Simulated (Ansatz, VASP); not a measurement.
# PIr: VASP beside Ansatz

Contents of POSCAR:

```
PIr
1.0
    0.0000000000      2.4201103588      2.4201103588
    2.4201103588      0.0000000000      2.4201103588
    2.4201103588      2.4201103588      0.0000000000
Ir P
1 1
Direct
    0.5000000000      0.5000000000      0.5000000000
    0.0000000000      0.0000000000      0.0000000000
```

The input INCAR.step1:

```
SYSTEM = PIr
PREC     = Accurate       ! precision mode
ENCUT    = 520            ! plane-wave cutoff, eV
ISMEAR   = 0              ! smearing method
SIGMA    = 0.05           ! smearing width, eV
LREAL    = .FALSE.        ! projectors in reciprocal space
LASPH    = .TRUE.         ! aspherical terms in the spheres
NELM     = 150            ! most SCF steps
MAGMOM   = 0 0 0 0 0 0    ! initial moments
LSORBIT  = .TRUE.         ! spin-orbit coupling
GGA_COMPAT= .FALSE.      
LMAXMIX  = 4              ! l up to which the mixer works
NBANDS   = 26             ! bands
GGA      = PE             ! functional
ALGO     = Normal         ! electronic algorithm
EDIFF    = 1E-4           ! SCF threshold, eV
LWAVE    = .TRUE.         ! write WAVECAR
LCHARG   = .FALSE.        ! write CHGCAR
```

INCAR.step2

```
SYSTEM = PIr
PREC     = Accurate       ! precision mode
ENCUT    = 520            ! plane-wave cutoff, eV
EDIFF    = 1E-6           ! SCF threshold, eV
ISMEAR   = 0              ! smearing method
SIGMA    = 0.05           ! smearing width, eV
LREAL    = .FALSE.        ! projectors in reciprocal space
LASPH    = .TRUE.         ! aspherical terms in the spheres
NELM     = 150            ! most SCF steps
ALGO     = Normal         ! electronic algorithm
ISIF     = 2              ! what is computed and relaxed
LWAVE    = .FALSE.        ! write WAVECAR
LCHARG   = .FALSE.        ! write CHGCAR
MAGMOM   = 0 0 0 0 0 0    ! initial moments
LORBIT   = 11             ! projections on sites
LSORBIT  = .TRUE.         ! spin-orbit coupling
GGA_COMPAT= .FALSE.      
LORBMOM  = .TRUE.       
LMAXMIX  = 4              ! l up to which the mixer works
METAGGA  = R2SCAN         ! meta-GGA
LMIXTAU  = .TRUE.       
NBANDS   = 26             ! bands
ISTART   = 1
```

Contents of KPOINTS:

```
Automatic mesh
0
G
  6 6 6
  0 0 0
```

Input for Ansatz:

```yaml
crystal:
  lattice:
    - [0.0, 2.4201103588, 2.4201103588]
    - [2.4201103588, 0.0, 2.4201103588]
    - [2.4201103588, 2.4201103588, 0.0]
  atoms:
    - { symbol: Ir, position: [0.5, 0.5, 0.5] }
    - { symbol: P, position: [0.0, 0.0, 0.0] }
basis:
  ecutwfc: 500
  ecutrho_ratio: 4
kpoints:
  mp_grid: { grid: [6, 6, 6] }
hamiltonian:
  xc: r2scan
scf:
  occupations: { method: gaussian, width: 0.05 }
output:
  forces: true
  stress: true
  eigenvalues: true
  populations: true
  topological_invariants: true
magnetization:
  noncollinear: true
  spin_orbit: true
```

Alike in both runs: task single point; functional r2SCAN; k mesh 6 × 6 × 6; occupations gaussian, width 0.05 eV; non-collinear spin, spin-orbit coupling.

```csv
,VASP,Ansatz
version,VASP 6.6.1,Ansatz 0.2.0
potentials or method,"VASP PAW PBE potentials, release 64 (Ir, P), cutoff 520 eV","plane waves, PAW"
valence electrons in the cell,14,22
```

VASP gave:

* pressure (GPa): 12.4

**Question.** Estimate Ansatz's values.

**Answer.** Pressure (GPa): 11.1.

VASP's potentials were made for PBE, not for r2SCAN. VASP's potentials hold 14 valence electrons a cell and Ansatz's 22, so a difference there can come from the potentials and not from the codes.

The k mesh is coarse, so the values compare programs but aren't converged.
